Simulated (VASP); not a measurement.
# Ga (I4/mmm) in VASP: a series of runs, part 3 of 3

VASP 6.6.1. The steps go on from the part before.

**5. Electric field gradients, PBE (equal xx and yy strain of +1 %)**

Input file INCAR:

```
  PREC = Accurate
  ENCUT = 400
  EDIFF = 1E-8
  ISMEAR = -1
  SIGMA = 0.05
  LREAL = F
  LASPH = T
  NELM = 120
  ALGO = Normal
  ISIF = 2
  LWAVE = F
  LCHARG = F
  GGA = PE
  LEFG = T
  ISYM = 0
  NBANDS = 12
  GGA_COMPAT = F
```

Input file KPOINTS:

```
regular mesh
0
Gamma
  14 14 16
```

Input file POSCAR:

```
Ga
1.0
   -1.4180400000      1.4180400000      2.2290000000
    1.4180400000     -1.4180400000      2.2290000000
    1.4180400000      1.4180400000     -2.2290000000
Ga
1
Direct
    0.0000000000      0.0000000000      0.0000000000
```

Potentials or basis: VASP PAW PBE potentials, release 64 (Ga_d).

Launch:

```sh
$ cat potpaw_PBE.64/Ga_d/POTCAR > POTCAR
$ mpirun -np 1 vasp_std > vasp.out
```

OUTCAR:

```text
PREC = Accurate
   ENCUT = 400
   EDIFF = 1E-8
   ISMEAR = -1
   LREAL = F
   LASPH = T
   NELM = 120
   ISIF = 2
   GGA = PE
   ISYM = 0

 ion  position               nearest neighbor table
   1  0.000  0.000  0.000-

IMPORTANT INFORMATION: All symmetrisations will be switched off!
NOSYMM: (Re-)initialisation of all symmetry stuff for point group C_1.

----------------------------------------------------------------------------------------

                                     Primitive cell

  volume of cell :      17.9286

  direct lattice vectors                    reciprocal lattice vectors
    -1.418040000  1.418040000  2.229000000     0.000000000  0.352599363  0.224315837
     1.418040000 -1.418040000  2.229000000     0.352599363  0.000000000  0.224315837
[... 529 lines left out ...]
  external PRESSURE =      25.8194259 kB  Pullay stress =       0.0000000 kB

 VOLUME and BASIS-vectors are now :
 -----------------------------------------------------------------------------
  energy-cutoff  :      400.00
  volume of cell :       17.93
      direct lattice vectors                 reciprocal lattice vectors
    -1.418040000  1.418040000  2.229000000     0.000000000  0.352599363  0.224315837
     1.418040000 -1.418040000  2.229000000     0.352599363  0.000000000  0.224315837
     1.418040000  1.418040000 -2.229000000     0.352599363  0.352599363  0.000000000

 POSITION                                       TOTAL-FORCE (eV/Angst)
 -----------------------------------------------------------------------------------
      0.00000      0.00000      0.00000         0.000000      0.000000      0.000000
 -----------------------------------------------------------------------------------
    total drift:                                0.000000      0.000000      0.000000

  FREE ENERGIE OF THE ION-ELECTRON SYSTEM (eV)
  ---------------------------------------------------
  free  energy   TOTEN  =        -2.8798408078 eV

  energy  without entropy=       -2.8769678207  energy(sigma->0) =       -2.87840431

 Electric field gradients (V/A^2)
---------------------------------------------------------------------
 ion       V_xx      V_yy      V_zz      V_xy      V_xz      V_yz
---------------------------------------------------------------------
   1      -9.131    -9.131    18.263    -0.021     0.381     0.381
---------------------------------------------------------------------

 Electric field gradients after diagonalization (V/A^2)
 (convention: |V_zz| > |V_xx| > |V_yy|)
----------------------------------------------------------------------
 ion       V_xx      V_yy      V_zz     asymmetry (V_yy - V_xx)/ V_zz
----------------------------------------------------------------------
   1      -9.163    -9.110    18.274       0.003
----------------------------------------------------------------------

           NMR quadrupolar parameters

 Cq : quadrupolar parameter    Cq=e*Q*V_zz/h
 eta: asymmetry parameters     (V_yy - V_xx)/ V_zz
 Q  : nuclear electric quadrupole moment in mb (millibarn)
----------------------------------------------------------------------
 ion       Cq(MHz)       eta       Q (mb)
----------------------------------------------------------------------
   1       0.044       0.003       1.000
----------------------------------------------------------------------
```

stdout:

```text
POSCAR found type information on POSCAR Ga
 POSCAR found :  1 types and       1 ions
 scaLAPACK will be used
 LDA part: xc-table for (Slater+PW92), standard interpolation
 -----------------------------------------------------------------------------
|                                                                             |
|           W    W    AA    RRRRR   N    N  II  N    N   GGGG   !!!           |
[... 17 lines left out ...]
 FFT: planning ... GRIDC
 FFT: planning ... GRID_SOFT
 FFT: planning ... GRID
 WAVECAR not read
 entering main loop
ion   1

     0.0000481     0.0189674    -0.3455550   -14.6855176    -0.3455547    -0.0000003
     0.0000628     0.0189663    -0.3455501   -14.6852671    -0.3455498    -0.0000003
     0.0000820     0.0189645    -0.3455427   -14.6848883    -0.3455424    -0.0000003
     0.0001070     0.0189618    -0.3455316   -14.6843185    -0.3455312    -0.0000003
```

Run time: 3.6 min. Hardware: 1 thread of Oxide Virtual Turin-like, shared host; peak memory 0.28 GiB.

Results:

```
Free energy                             : -2.8798 eV
Pressure                                : 2.6 GPa
Band gap on the k mesh                  : zero (an odd number of electrons rules out a gap without spin polarisation)
Largest electric field gradient by atom : Ga +18.3 V/Å²
```

Stress tensor (GPa, compression positive):
```
 2.69 -0.10  0.09
-0.10  2.69  0.09
 0.09  0.09  2.36
```

Levels at points of the mesh, in eV from the Fermi level:
| k point | band 4 | band 5 | band 6 | band 7 | band 8 | band 9 |
| --- | --- | --- | --- | --- | --- | --- |
| (0.00, 0.00, 0.00) | -14.92 | -14.79 | -11.48 | 12.76 | 12.76 | 12.82 |
| (0.50, 0.00, 0.00) | -14.75 | -14.72 | -4.99 | -4.23 | 8.75 | 11.56 |
| (0.00, 0.50, 0.00) | -14.75 | -14.72 | -4.99 | -4.23 | 8.75 | 11.56 |
| (0.50, 0.50, 0.00) | -14.75 | -14.65 | -2.28 | -1.49 | 4.14 | 4.97 |
| (0.00, 0.00, 0.50) | -14.75 | -14.65 | -2.28 | -1.49 | 4.14 | 4.97 |
| (0.50, 0.00, 0.50) | -14.75 | -14.72 | -4.99 | -4.23 | 8.75 | 11.56 |
| (0.00, 0.50, 0.50) | -14.75 | -14.72 | -4.99 | -4.23 | 8.75 | 11.56 |
| (0.50, 0.50, 0.50) | -14.72 | -14.72 | -3.74 | -3.56 | 6.33 | 6.33 |

Electric field gradients, principal values (V/Å²):
```
atom   least  middle  greatest (by size)
1 Ga  -9.110  -9.163              18.274
```

Caveat: the cell differs from its parent crystal (equal xx and yy strain of +1 %); without QUAD_EFG the Cq values of the log hold for a quadrupole moment of 1 mb, not for the nuclei.

**6. Overview**

```csv
cell,gap on the mesh (eV),pressure (GPa)
"a = 2.945 Å, angles 123.9, 123.9, 83.4°, 1 atom",none,7.0
"a = 2.975 Å, angles 123.9, 123.9, 83.4°, 1 atom",none,4.7
"a = 2.959 Å, angles 124.6, 124.6, 82.2°, 1 atom",none,7.0
"a = 2.998 Å, angles 123.5, 123.5, 84.0°, 1 atom",none,2.6
```

Alike in all rows: task electric field gradients; level PBE; potentials or basis VASP PAW PBE potentials, release 64 (Ga_d); no spin polarisation; k mesh 14 × 14 × 16; cutoff (eV) 400; smearing fermi-dirac 0.05 eV.

Caveats: the cell stands under pressure (at least some runs).

Absolute energies hang on the potentials; compare differences alone.
